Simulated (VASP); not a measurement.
Write the native input for VASP 6.6.1 that does the following.

| Property | Result |
| --- | --- |
| Task | single point |
| Functional | PBE |
| Potentials or basis | VASP PAW PBE potentials, release 64 (Be, Cd, Te) |
| Cutoff | 600 eV |
| k mesh | 6 × 6 × 14 |
| Occupations | gaussian, width 0.1 eV |
| Spin | no spin polarisation |
| Dipole correction | no |
| Further INCAR settings | ALGO = Normal; EDIFF = 1e-06; NBANDS = 31 |

The structure of BeCd2Te3 lies in POSCAR:

```
BeCd2Te3
1.0
   10.1026791787      0.0000000000      0.0000000000
   -5.0513395894      8.7491768150      0.0000000000
    0.0000000000      0.0000000000      2.9976404054
Be Cd Te
1 2 3
Direct
    0.0000000000      0.0000000000      0.0000000000
    0.3333333333      0.6666666667      0.5000000000
    0.6666666667      0.3333333333      0.5000000000
    0.5000000000      0.0000000000      0.5000000000
    0.0000000000      0.5000000000      0.5000000000
    0.5000000000      0.5000000000      0.5000000000
```

The cell was generated, and may not be a known phase.

The input as run:

INCAR

```
SYSTEM = BeCd2Te3
  ALGO = Normal
  EDIFF = 1E-6
  ENCUT = 600
  GGA = PE
  GGA_COMPAT = .FALSE.
  ISIF = 2
  ISMEAR = 0
  LASPH = .TRUE.
  LCHARG = .TRUE.
  LELF = .TRUE.
  LREAL = .FALSE.
  LVHAR = .TRUE.
  LWAVE = .FALSE.
  NBANDS = 31
  NELM = 120
  PREC = Accurate
  SIGMA = 0.1
```

KPOINTS

```
k-points
0
G
  6 6 14
  0 0 0
```

Potentials or basis: VASP PAW PBE potentials, release 64 (Be, Cd, Te).

Run with:

```sh
$ cat potpaw_PBE.64/Be/POTCAR potpaw_PBE.64/Cd/POTCAR potpaw_PBE.64/Te/POTCAR > POTCAR
$ mpirun -np 1 vasp_std > vasp.out
```

Results of the run:

```json
{
 "Pressure": "0.0 GPa",
 "Band gap on the k mesh": "zero (bands 22 and 23 overlap by 2.83 eV)"
}
```

Caveat: spin-orbit coupling is left out, which moves the levels of the heavy elements.

Wall time 5.3 min on 1 thread of Intel(R) Xeon(R) 6975P-C (Granite Rapids), with other jobs on the host, peak memory 0.78 GiB.
